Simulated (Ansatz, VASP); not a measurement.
# Two plane-wave programs on NaCl

POSCAR

```
NaCl
1.0
    0.0000000000      2.7370255149      2.7370255149
    2.7370255149      0.0000000000      2.7370255149
    2.7370255149      2.7370255149      0.0000000000
Cl Na
1 1
Direct
    0.5000000000      0.5000000000      0.5000000000
    0.0000000000      0.0000000000      0.0000000000
```

The input INCAR.step1:

```
SYSTEM = NaCl
PREC = Accurate
ENCUT = 520
ISMEAR = -1
SIGMA = 0.05
LREAL = .FALSE.
LASPH = .TRUE.
NELM = 80
NBANDS = 14
GGA = PE
ALGO = Normal
EDIFF = 1E-4
LWAVE = .TRUE.
LCHARG = .FALSE.
```

File INCAR.step2:

```
SYSTEM = NaCl
PREC = Accurate
ENCUT = 520
EDIFF = 1E-6
ISMEAR = -1
SIGMA = 0.05
LREAL = .FALSE.
LASPH = .TRUE.
NELM = 80
ALGO = Normal
ISIF = 2
LWAVE = .FALSE.
LCHARG = .TRUE.
METAGGA = R2SCAN
LMIXTAU = .TRUE.
LELF = .TRUE.
LVHAR = .TRUE.
NBANDS = 14
ISTART = 1
```

The input KPOINTS:

```
Automatic mesh
0
G
  8 8 8
  0 0 0
```

Contents of input.yaml:

```yaml
crystal:
  lattice:
    - [0.0, 2.7370255149, 2.7370255149]
    - [2.7370255149, 0.0, 2.7370255149]
    - [2.7370255149, 2.7370255149, 0.0]
  atoms:
    - { symbol: Cl, position: [0.5, 0.5, 0.5] }
    - { symbol: Na, position: [0.0, 0.0, 0.0] }
hamiltonian:
  xc: r2scan
  pseudopotentials: { kind: paw }
kpoints:
  mp_grid: { grid: [8, 8, 8] }
scf:
  occupations: { method: fermi_dirac, width: 0.05 }
output:
  forces: true
  stress: true
  eigenvalues: true
  write_density: true
  write_potential: true
  elf: true
  volumetric_format: npy
```

Alike in both runs: task single point; functional r2SCAN; k mesh 8 × 8 × 8; occupations fermi-dirac, width 0.05 eV; no spin polarisation.

```csv
,VASP,Ansatz
version,VASP 6.6.1,Ansatz 0.2.0
potentials or method,"VASP PAW PBE potentials, release 64 (Cl, Na_pv)",Ansatz PAW
plane-wave cutoff (eV),520,500
valence electrons in the cell,14,16
```

|  | VASP | Ansatz | Ansatz less VASP |
| --- | --- | --- | --- |
| gap on the k mesh at the Fermi level (eV) | 6.32 | 6.29 | -0.023 |
| least direct gap on the mesh (eV) | 6.32 | 6.29 | -0.023 |
| pressure (GPa) | 2.0 | 2.4 | +0.32 |

VASP's potentials were made for PBE, not for r2SCAN. VASP's potentials hold 14 valence electrons a cell and Ansatz's 16, so a difference there can come from the potentials and not from the codes.
